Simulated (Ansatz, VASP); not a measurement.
# Two plane-wave programs on TaRh3

```
Ta Rh
1.0
     3.86000    0.00000    0.00000
     0.00000    3.86000    0.00000
     0.00000    0.00000    3.86000
Ta Rh
1 3
Direct
  0.00000 0.00000 0.00000
  0.00000 0.50000 0.50000
  0.50000 0.00000 0.50000
  0.50000 0.50000 0.00000
```

Alike in both runs: task single point; functional LDA; k mesh 7 × 7 × 7; no spin polarisation.

|  | VASP | Ansatz |
| --- | --- | --- |
| version | VASP 6.6.1 | Ansatz 0.2.0 |
| potentials or method | VASP PAW LDA potentials, release 64 (Ta_pv, Rh_pv) | plane waves, PAW |
| plane-wave cutoff (eV) | 520 | 420 |
| occupations | methfessel-paxton of order 1, width 0.1 eV | methfessel-paxton of order 1 |
| valence electrons in the cell | 56 | 64 |

|  | VASP | Ansatz | Ansatz less VASP |
| --- | --- | --- | --- |
| gap on the k mesh at the Fermi level (eV) | none | none | - |
| pressure (GPa) | -8.2 | -9.2 | -0.94 |

LDA's correlation is that of Perdew and Zunger in VASP and of Perdew and Wang (1992) in Ansatz. A gap of «none» marks a metal or a gap that the smearing closes. VASP's potentials hold 56 valence electrons a cell and Ansatz's 64, so a difference there can come from the potentials and not from the codes.

Neither program's run includes spin-orbit coupling.
